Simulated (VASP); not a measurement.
ZnSe (rocksalt type):

```
Zn Se
1.0
     0.00000    2.49400    2.49400
     2.49400    0.00000    2.49400
     2.49400    2.49400    0.00000
Zn Se
1 1
Direct
  0.00000 0.00000 0.00000
  0.50000 0.50000 0.50000
```

| Property | Result |
| --- | --- |
| Program | VASP 6.6.1 |
| Task | relaxation of cell and atoms |
| Functional | PBE |
| Potentials or basis | VASP PAW PBE potentials, release 64 (Zn, Se) |
| Cutoff | 600 eV |
| k mesh | 14 × 14 × 14 |
| Occupations | fermi-dirac, width 0.08 eV |
| Spin | no spin polarisation |

At the start: pressure 26.3 GPa; volume 15.51 Å³/atom.

Q: How do energy, volume and symmetry change on relaxing?

A: Over 6 steps the energy falls by 258.2 meV/atom and the volume is 19.39 Å³/atom (+25.0 %); space group Fm-3m (No. 225, to 0.05 Å).

The path:
```
step  energy change (eV)  largest force (eV/Å)  pressure (GPa)  volume (Å³)
   1              0.0000                0.0000           26.27        31.03
   2             -0.3993                0.0000           -6.52        43.90
   3             -0.5163                0.0000            0.13        38.72
   4             -0.5163                0.0000           -0.13        38.88
   5             -0.5163                0.0000           -0.05        38.80
   6             -0.5163                0.0000            0.04        38.77
```

Final structure:
```cif
data_structure
_symmetry_space_group_name_H-M 'P 1'
_symmetry_Int_Tables_number 1
_cell_length_a 3.7991
_cell_length_b 3.7991
_cell_length_c 3.7991
_cell_angle_alpha 60.000
_cell_angle_beta 60.000
_cell_angle_gamma 60.000
_cell_volume 38.77
loop_
_atom_site_label
_atom_site_type_symbol
_atom_site_fract_x
_atom_site_fract_y
_atom_site_fract_z
_atom_site_occupancy
Zn1 Zn 0.00000 0.00000 0.00000 1
Se1 Se 0.50000 0.50000 0.50000 1
```

Caveat: the volume moved by over 15 % at a fixed basis, so the end points are rough.
